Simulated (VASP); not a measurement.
Al2Pt:

```
Pt Al
1.0
     0.00000    2.95500    2.95500
     2.95500    0.00000    2.95500
     2.95500    2.95500    0.00000
Pt Al
1 2
Direct
  0.00000 0.00000 0.00000
  0.75000 0.75000 0.75000
  0.25000 0.25000 0.25000
```

Program: VASP 6.6.1. Alike in all runs: potentials or basis VASP PAW PBE potentials, release 64 (Pt, Al); no spin polarisation; cell as given.

Question: Order these runs on this cell by their pressure, lowest first.
A. level r2SCAN50; k mesh 4 × 4 × 4; cutoff (eV) 520; smearing fermi-dirac 0.05 eV; dipole correction no; grid for exact exchange (PRECFOCK) Normal
B. level HF; k mesh 4 × 4 × 4; cutoff (eV) 520; smearing fermi-dirac 0.05 eV; dipole correction no; grid for exact exchange (PRECFOCK) Normal
C. level PBEsol; k mesh 13 × 13 × 13; cutoff (eV) 480; smearing methfessel-paxton 0.05 eV; tolerance level standard; purpose bands; route KPOINTS_OPT

Answer: A (-3.7 GPa), C (-1.0 GPa), B (7.1 GPa).

Caveats: some runs use coarse meshes; the PAW data sets were made with another functional, which shifts forces and pressure a little.
